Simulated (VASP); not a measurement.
The system is VO2.

```xyz
6
Lattice="4.5072 0.0000 0.0000 0.0000 4.5072 0.0000 0.0000 0.0000 3.0444" Properties=species:S:1:pos:R:3 pbc="T T T"
V     2.2536    2.2536    1.5222
V     0.0000    0.0000    0.0000
O     0.9031    3.6041    1.5222
O     3.6041    0.9031    1.5222
O     3.1567    3.1567    0.0000
O     1.3505    1.3505    0.0000
```

Base run:

```yaml
Program: VASP 6.6.1
Functional: revPBE
Potentials_or_basis: VASP PAW PBE potentials, release 64 (V_sv, O)
Cutoff: 600 eV
k_mesh: 6 × 6 × 9
Occupations: fermi-dirac, width 0.05 eV
Spin: collinear spin, ferromagnetic start
Starting_moments: "[2.0, 2.0, 0.0, 0.0, 0.0, 0.0] μB"
```

Its results: band gap on the k mesh zero (filled and empty bands overlap); pressure -4.5 GPa; net moment 2.00 μB per cell; site moments V +1.10; O -0.08 μB; largest force 0.225 eV/Å.

Question: The run is repeated on the same cell with these changes: functional from revPBE to LDA; potentials or basis from VASP PAW PBE potentials, release 64 (V_sv, O) to VASP PAW LDA potentials, release 64 (V_sv, O). What comes out?

Answer: Band gap on the k mesh zero (filled and empty bands overlap); pressure -22.2 GPa; net moment 2.00 μB per cell; site moments V +1.03; O -0.05 μB; largest force 0.324 eV/Å.

Caveats: semilocal functionals often make such compounds metallic where correlation or magnetic order opens a gap, which also shifts bond lengths; the stress differs along the axes, from -16 to 1 GPa (at least some runs); the PAW data sets were made with another functional, which shifts forces and pressure a little (at least some runs); the stress differs along the axes, from -36 to -15 GPa (at least some runs).
